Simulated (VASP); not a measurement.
Runs of VASP 6.6.1 on SiGe. The structure is that of space group P6_3mc (No. 186), or close to it. The cells are those of the table. 

```csv
cell,gap on the mesh (eV),pressure (GPa),largest force (eV/Å)
"a = 3.901, b = 3.901, c = 6.202 Å, angles 90.0, 90.0, 120.0°, 4 atoms",0.09,3.6,0.49
"a = 3.901, b = 3.901, c = 7.168 Å, angles 90.0, 90.0, 120.0°, 4 atoms",none,-5.7,0.31
"a = 3.901, b = 3.901, c = 5.477 Å, angles 90.0, 90.0, 120.0°, 4 atoms",none,24.2,4.35
"a = 3.901, b = 3.901, c = 5.719 Å, angles 90.0, 90.0, 120.0°, 4 atoms",none,15.4,2.52
"a = 3.901, b = 3.901, c = 7.289 Å, angles 90.0, 90.0, 120.0°, 4 atoms",none,-6.1,(a)
"a = 3.901, b = 3.901, c = 6.685 Å, angles 90.0, 90.0, 120.0°, 4 atoms",0.32,-2.6,0.25
"a = 3.901, b = 3.901, c = 7.410 Å, angles 90.0, 90.0, 120.0°, 4 atoms",none,-6.5,0.19
"a = 3.901, b = 3.901, c = 6.927 Å, angles 90.0, 90.0, 120.0°, 4 atoms",0.18,-4.4,(b)
"a = 3.901, b = 3.901, c = 5.960 Å, angles 90.0, 90.0, 120.0°, 4 atoms",none,8.6,1.28
```

Alike in all rows: task single point; level PBEsol; potentials or basis VASP PAW PBE potentials, release 64 (Si, Ge_d); no spin polarisation; k mesh 12 × 12 × 6; cutoff (eV) 520; smearing gaussian 0.03 eV.

Question: Fill in the values left out.

Answer: (a) 0.26; (b) 0.34.

Caveats: the PAW data sets were made with another functional, which shifts forces and pressure a little.

A k mesh can miss the band edges, and the runs leave out spin-orbit coupling on Ge.

A gap of «none» marks levels without a gap at the run's occupations.
